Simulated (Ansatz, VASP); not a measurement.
# Be3Te2S: VASP beside Ansatz

```
Be Te S
1.0
     3.90989   -0.00836   -5.50314
    -3.80838    0.04236   -5.43097
     1.91696    5.70447   -2.76968
Be Te S
6 4 2
Direct
  0.76482 0.61379 0.71285
  0.26506 0.10075 0.70132
  0.46568 0.62355 0.28672
  0.96610 0.10567 0.28828
  0.14054 0.65568 0.99518
  0.64200 0.13549 0.00524
  0.83562 0.50166 0.33271
  0.34028 0.99602 0.33207
  0.15833 0.50125 0.68217
  0.67125 0.00792 0.66913
  0.50169 0.50653 0.99331
  0.99863 0.00170 0.00102
```

Change from the starting cell: cell x2, atoms moved at random (sigma 0.05 Å) and cell strained at random (1.5 %), then relaxed without symmetry.

Alike in both runs: task relaxation of cell and atoms; functional PBE; k mesh 4 × 2 × 4; occupations gaussian, width 0.1 eV; no spin polarisation.

|  | VASP | Ansatz |
| --- | --- | --- |
| version | VASP 6.6.1 | Ansatz 0.2.0 |
| potentials or method | VASP PAW PBE potentials, release 64 (Be, Te, S), cutoff 600 eV | scalar-relativistic, plane waves, PAW |
| valence electrons in the cell | 48 | 88 |

|  | VASP | Ansatz | Ansatz less VASP |
| --- | --- | --- | --- |
| gap on the k mesh at the Fermi level, each at its own relaxed structure (eV) | 1.71 | 1.72 | +0.015 |
| relaxed volume (Å³/atom) | 19.75 | 19.72 | -0.030 |
| relaxed length of the cell vector where the two differ most in proportion (Å) | 6.614 | 6.610 | -0.0041 |

VASP's potentials hold 48 valence electrons a cell and Ansatz's 88, so a difference there can come from the potentials and not from the codes.

The k mesh is coarse, so the values compare programs but aren't converged. Neither program's run includes spin-orbit coupling.
